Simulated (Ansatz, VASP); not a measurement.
**KF in VASP and in Ansatz**

Contents of INCAR:

```
  ALGO = Normal
  EDIFF = 1E-7
  ENCUT = 520
  GGA = PE
  ISIF = 2
  ISMEAR = 0
  LASPH = True
  LCHARG = True
  LELF = True
  LREAL = False
  LVHAR = True
  LWAVE = False
  NBANDS = 15
  NELM = 100
  PREC = Accurate
  SIGMA = 0.05
```

Contents of KPOINTS:

```
k-points
0
Gamma
  8 8 8
```

Contents of POSCAR:

```
KF
1.0
   -0.1121407523      2.5965730709      2.5965730709
    2.5965730709     -0.1121407523      2.5965730709
    2.5965730709      2.5965730709     -0.1121407523
K F
1 1
Direct
    0.0000000000      0.0000000000      0.0000000000
    0.5000000000      0.5000000000      0.5000000000
```

Input for Ansatz:

```yaml
crystal:
  lattice:
    - [-0.1121407523, 2.5965730709, 2.5965730709]
    - [2.5965730709, -0.1121407523, 2.5965730709]
    - [2.5965730709, 2.5965730709, -0.1121407523]
  atoms:
    - { symbol: K, position: [0.0, 0.0, 0.0] }
    - { symbol: F, position: [0.5, 0.5, 0.5] }
basis:
  ecutwfc: 520.0
kpoints:
  mp_grid: { grid: [8, 8, 8] }
hamiltonian:
  xc: pbe
scf:
  occupations: { method: gaussian, width: 0.05 }
output:
  forces: true
  stress: true
  eigenvalues: true
```

Alike in both runs: task single point; functional PBE; k mesh 8 × 8 × 8; occupations gaussian, width 0.05 eV; no spin polarisation.

|  | VASP | Ansatz |
| --- | --- | --- |
| version | VASP 6.6.1 | Ansatz 0.2.0 |
| potentials or method | VASP PAW PBE potentials, release 64 (K_sv, F), cutoff 520 eV | scalar-relativistic, plane waves, PAW |
| valence electrons in the cell | 16 | 16 |

VASP gave:

- gap on the k mesh at the Fermi level (eV): 6.23
- least direct gap on the mesh (eV): 6.23
- pressure (GPa): 2.2
- traceless stress, the component that is largest in VASP (GPa): 0.46

Estimate Ansatz's values.

gap on the k mesh at the Fermi level (eV): 6.25; least direct gap on the mesh (eV): 6.25; pressure (GPa): 2.2; traceless stress, the component that is largest in VASP (GPa): 0.47.
